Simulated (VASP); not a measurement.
The system is NaF.

```
CELL_PARAMETERS angstrom
0.00000 2.32000 2.32000
2.32000 0.00000 2.32000
2.32000 2.32000 0.00000
ATOMIC_POSITIONS crystal
Na 0.00000 0.00000 0.00000
F 0.50000 0.50000 0.50000
```

| Item | Value |
| --- | --- |
| Program | VASP 6.6.1 |
| Task | relaxation of cell and atoms |
| Functional | PBE |
| Potentials or basis | VASP PAW PBE potentials, release 64 (Na_pv, F) |
| Cutoff | 600 eV |
| k mesh | 8 × 8 × 8 |
| Occupations | fermi-dirac, width 0.02 eV |
| Spin | no spin polarisation |

At the start: pressure 1.7 GPa; volume 12.49 Å³/atom.

Where does the relaxation end?

Over 4 steps the energy falls by 2.3 meV/atom and the volume is 12.93 Å³/atom (+3.5 %); space group Fm-3m (No. 225, to 0.1 Å) before and after.

The path:
| step | energy change (eV) | largest force (eV/Å) | pressure (GPa) | volume (Å³) |
| --- | --- | --- | --- | --- |
| 1 | 0.0000 | 0.0000 | 1.70 | 24.97 |
| 2 | -0.0037 | 0.0000 | 0.68 | 25.46 |
| 3 | -0.0045 | 0.0000 | 0.22 | 25.72 |
| 4 | -0.0046 | 0.0000 | -0.02 | 25.85 |

Final structure:
```xyz
2
Lattice="0.0000 2.3469 2.3469 2.3469 0.0000 2.3469 2.3469 2.3469 0.0000" Properties=species:S:1:pos:R:3 pbc="T T T"
Na    2.3469    4.6939    2.3469
F     2.3469    2.3469    2.3469
```
